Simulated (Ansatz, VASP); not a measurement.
**Two plane-wave programs on SiO2**

```
Si O
1.0
     4.99300    0.00000    0.00000
     0.00000    4.99300    0.00000
     0.00000    0.00000    7.00500
Si O
4 8
Direct
  0.29665 0.29665 0.00000
  0.20335 0.79665 0.25000
  0.70335 0.70335 0.50000
  0.79665 0.20335 0.75000
  0.24060 0.09660 0.17468
  0.40340 0.74060 0.42468
  0.75940 0.90340 0.67468
  0.59660 0.25940 0.92468
  0.74060 0.40340 0.57532
  0.90340 0.75940 0.32532
  0.25940 0.59660 0.07532
  0.09660 0.24060 0.82532
```

Alike in both runs: task electric field gradients; functional PBE; k mesh 5 × 5 × 3; occupations fermi-dirac, width 0.02 eV; no spin polarisation.

|  | VASP | Ansatz |
| --- | --- | --- |
| version | VASP 6.6.1 | Ansatz 0.2.0 |
| potentials or method | VASP PAW PBE potentials, release 64 (Si, O) | plane-wave PAW, scalar-relativistic |
| plane-wave cutoff (eV) | 520 | 420 |
| valence electrons in the cell | 64 | 64 |

Ansatz gave:

| Quantity | Value |
| --- | --- |
| gap on the k mesh at the Fermi level (eV) | 5.77 |
| pressure (GPa) | 7.6 |
| traceless stress, the component that is largest in VASP (GPa) | -0.39 |
| rms of the force components (eV/Å) | 0.230 |
| size of Vzz on the site where it differs most (V/Å²) | 94.9 |

**Question.** Which values does VASP return?

**Answer.** gap on the k mesh at the Fermi level (eV): 5.77; pressure (GPa): 7.7; traceless stress, the component that is largest in VASP (GPa): -0.42; rms of the force components (eV/Å): 0.227; size of Vzz on the site where it differs most (V/Å²): 87.2.

Atom by atom the forces differ by 0.008 eV/Å (rms over components). The functional is the same, so the differences come from potentials, cutoffs and numerics.
